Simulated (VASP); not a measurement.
# ZnCu in VASP: single point with r2SCAN

Aim: the single point of ZnCu with r2SCAN.

Everything below comes from runs of VASP 6.6.1. Logs are shortened: lines on timing, memory, paths and dates and some standing lists are left out, and cuts for length are marked.

### 1 The cell of the first run

The typed cell holds 2 atoms: a = 2.735 Å, b = 2.735 Å, c = 3.328 Å, α = 90.00°, β = 90.00°, γ = 89.99°.

### 2 Single point, r2SCAN

POSCAR

```
ZnCu
1.0
    1.9340591905     -1.9337988687      0.0000000000
    1.9340591905      1.9337988687      0.0000000000
    0.0000000000      0.0000000000      3.3278943206
Zn Cu
1 1
Direct
    0.5000000000      0.5000000000      0.5000000000
    0.0000000000      0.0000000000      0.0000000000
```

INCAR.step1

```
SYSTEM = ZnCu
  PREC = Accurate
  ENCUT = 520
  ISMEAR = 0
  SIGMA = 0.1
  LREAL = .False.
  LASPH = .True.
  NELM = 100
  NBANDS = 18
  GGA = PE
  ALGO = Normal
  EDIFF = 1E-4
  LWAVE = .True.
  LCHARG = .False.
```

INCAR.step2

```
SYSTEM = ZnCu
  PREC = Accurate
  ENCUT = 520
  EDIFF = 1E-6
  ISMEAR = 0
  SIGMA = 0.1
  LREAL = .False.
  LASPH = .True.
  NELM = 100
  ALGO = Normal
  ISIF = 2
  LWAVE = .False.
  LCHARG = .True.
  METAGGA = R2SCAN
  LMIXTAU = .True.
  LELF = .True.
  LVHAR = .True.
  NBANDS = 18
  ISTART = 1
```

KPOINTS

```
Automatic mesh
0
Gamma
  18 18 10
  0 0 0
```

Potentials or basis: VASP PAW PBE potentials, release 64 (Zn, Cu).

The run is started by

```sh
cat potpaw_PBE.64/Zn/POTCAR potpaw_PBE.64/Cu/POTCAR > POTCAR
cp INCAR.step1 INCAR
mpirun -np 1 vasp_std > vasp.out
cp INCAR.step2 INCAR
mpirun -np 1 vasp_std > vasp.out
```

OUTCAR:

```text
SYSTEM = ZnCu
   PREC = Accurate
   ENCUT = 520
   EDIFF = 1E-6
   ISMEAR = 0
   LREAL = .False.
   LASPH = .True.
   NELM = 100
   ISIF = 2
   METAGGA = R2SCAN
   ISTART = 1

 ion  position               nearest neighbor table
   1  0.500  0.500  0.500-   2 2.55   2 2.55   2 2.55   2 2.55   2 2.55   2 2.55   2 2.55   2 2.55

   2  0.000  0.000  0.000-   1 2.55   1 2.55   1 2.55   1 2.55   1 2.55   1 2.55   1 2.55   1 2.55

  LATTYP: Found a base centered orthorhombic cell.
 ALAT       =     3.8675977374
 B/A-ratio  =     1.0001346168
 C/A-ratio  =     0.8604551317

  Lattice vectors:

 A1 = (  -1.9340591905,  -1.9337988687,   0.0000000000)
 A2 = (   1.9340591905,  -1.9337988687,   0.0000000000)
 A3 = (   0.0000000000,   0.0000000000,   3.3278943206)

Analysis of symmetry for initial positions (statically):
=====================================================================
 Subroutine PRICEL returns:
 Original cell was already a primitive cell.

 Routine SETGRP: Setting up the symmetry group for a
 base centered orthorhombic supercell.

 Subroutine GETGRP returns: Found  8 space group operations
 (whereof  8 operations were pure point group operations)
 out of a pool of  8 trial point group operations.

The static configuration has the point symmetry D_2h.

Analysis of symmetry for dynamics (positions and initial velocities):
=====================================================================
 Subroutine PRICEL returns:
 Original cell was already a primitive cell.

 Routine SETGRP: Setting up the symmetry group for a
 base centered orthorhombic supercell.

 Subroutine GETGRP returns: Found  8 space group operations
 (whereof  8 operations were pure point group operations)
 out of a pool of  8 trial point group operations.

The dynamic configuration has the point symmetry D_2h.

 Subroutine INISYM returns: Found  8 space group operations
 (whereof  8 operations are pure point group operations),
 and found     1 'primitive' translations

----------------------------------------------------------------------------------------

                                     Primitive cell

  volume of cell :      24.8932

  direct lattice vectors                    reciprocal lattice vectors
     1.934059190 -1.933798869  0.000000000     0.258523629 -0.258558430  0.000000000
     1.934059190  1.933798869  0.000000000     0.258523629  0.258558430  0.000000000
     0.000000000  0.000000000  3.327894321     0.000000000  0.000000000  0.300490311

  length of vectors
[... 82 lines left out ...]
   EDIFF  = 0.1E-05   stopping-criterion for ELM
   LREAL  =      F    real-space projection
   EDIFFG = 0.1E-04   stopping-criterion for IOM
   NSW    =      0    number of steps for IOM
   IBRION =     -1    ionic relax: 0-MD 1-quasi-New 2-CG
   NFREE  =      0    steps in history (QN), initial steepest desc. (CG)
   ISIF   =      2    stress and relaxation
   ISYM   =      2    0-nonsym 1-usesym 2-fastsym
   POTIM  = 0.5000    time-step for ionic-motion
   TEBEG  =    0.0;   TEEND  =   0.0 temperature during run
   PSTRESS=    0.0 pullay stress
   NELECT =      23.0000    total number of electrons
   NUPDOWN=      -1.0000    fix difference up-down
   EMIN   =  10.00;   EMAX   =-10.00  energy-range for DOS
   EFERMI =   0.00;   METHOD = LEGACY
   ISMEAR =     0;   SIGMA  =   0.10  broadening in eV -4-tet -1-fermi 0-gaus
   EFERMI_NEDOS =   21; number of points for ismear=-14 and -15
   IALGO  =     38    algorithm
   IMIX   =      4    mixing-type and parameters
     AMIX     =   0.40;   BMIX     =  1.00
     AMIX_MAG =   1.60;   BMIX_MAG =  1.00
  volume/ion in A,a.u.               =      12.45        83.99
  Fermi-wavevector in a.u.,A,eV,Ry     =   1.594498  3.013164 34.591767  2.542423
  Thomas-Fermi vector in A             =   2.692563
   LORBIT       =      0    0 simple, 1 ext, 2 COOP (PROOUT), +10 PAW based schemes
   METAGGA = R2SCAN    functional components
   LHFCALC =     F    Hartree Fock is set to
   AEXX    =    0.0000 exact exchange contribution
   IVDW    =     0    specifies the selected vdW correction
   LEPSILON=     F    determine dielectric tensor
   LRPA    =     F    only Hartree local field effects (RPA)
 non-spin polarized calculation
 Gauss-broadening in eV      SIGMA  =   0.10
  energy-cutoff  :      520.00
  volume of cell :       24.89
 maximum number of plane-waves:       688
   NGX = 11   NGY = 11   NGZ = 13

 number of electron      22.9999968 magnetization

 Free energy of the ion-electron system (eV)
  ---------------------------------------------------
  ext. energy  EPLUGINS =         0.00000000
  ---------------------------------------------------
  free energy    TOTEN  =       -19.93363856 eV

  energy without entropy =      -19.93129144  energy(sigma->0) =      -19.93246500

 E-fermi :   5.6562     XC(G=0): -13.6913

 val. band max:        5.6478090689   @ k =   0.5000   0.2222   0.5000
 cond. band min:       5.6564477364   @ k =   0.5000   0.4444   0.2000
 fundamental gap:      0.0086386675
 Fermi energy:         5.6561667952

 k-point     1 :       0.0000    0.0000    0.0000
  band No.  band energies     occupation
      1      -5.3667      2.00000
      2      -2.7405      2.00000
      3      -2.6782      2.00000
      4      -1.9173      2.00000
      5      -1.9171      2.00000
      6      -1.7195      2.00000
[... 481 lines left out ...]
      5      -1.8843      2.00000
      6      -1.8451      2.00000
[... 10 lines left out ...]
     17      22.8755      0.00000
     18      23.7484      0.00000

 [... further k-points ...]

------------------------ aborting loop because EDIFF is reached ----------------------------------------

  FORCE on cell =-STRESS in cart. coord.  units (eV):
  Direction    XX          YY          ZZ          XY          YZ          ZX
  --------------------------------------------------------------------------------------
  -------------------------------------------------------------------------------------
  Total        0.0890240      0.0911671      0.0755958     -0.0000000      0.0000000      0.0000000
  in kB        5.7297686      5.8677007      4.8655051     -0.0000000      0.0000000      0.0000000
  external PRESSURE =       5.4876581 kB  Pullay stress =       0.0000000 kB

 VOLUME and BASIS-vectors are now :
 -----------------------------------------------------------------------------
  energy-cutoff  :      520.00
  volume of cell :       24.89
      direct lattice vectors                 reciprocal lattice vectors
     1.934059190 -1.933798869  0.000000000     0.258523629 -0.258558430  0.000000000
     1.934059190  1.933798869  0.000000000     0.258523629  0.258558430  0.000000000
     0.000000000  0.000000000  3.327894321     0.000000000  0.000000000  0.300490311

 POSITION                                       TOTAL-FORCE (eV/Angst)
 -----------------------------------------------------------------------------------
      1.93406      0.00000      1.66395         0.000000      0.000000      0.000000
      0.00000      0.00000      0.00000        -0.000000     -0.000000      0.000000
 -----------------------------------------------------------------------------------
    total drift:                                0.000000      0.000000      0.000000

  FREE ENERGIE OF THE ION-ELECTRON SYSTEM (eV)
  ---------------------------------------------------
  free  energy   TOTEN  =       -19.9336385594 eV

  energy  without entropy=      -19.9312914405  energy(sigma->0) =      -19.93246500
```

Run time: 4.5 min. Hardware: 1 thread of Intel Xeon 6975P-C (Granite Rapids), shared host; peak memory 0.35 GiB.

Results:

```
Free energy            : -19.9336 eV
Pressure               : 0.5 GPa
Band gap on the k mesh : zero (an odd number of electrons rules out a gap without spin polarisation)
```

Caveat: the PAW data sets were made with another functional, which shifts forces and pressure a little.
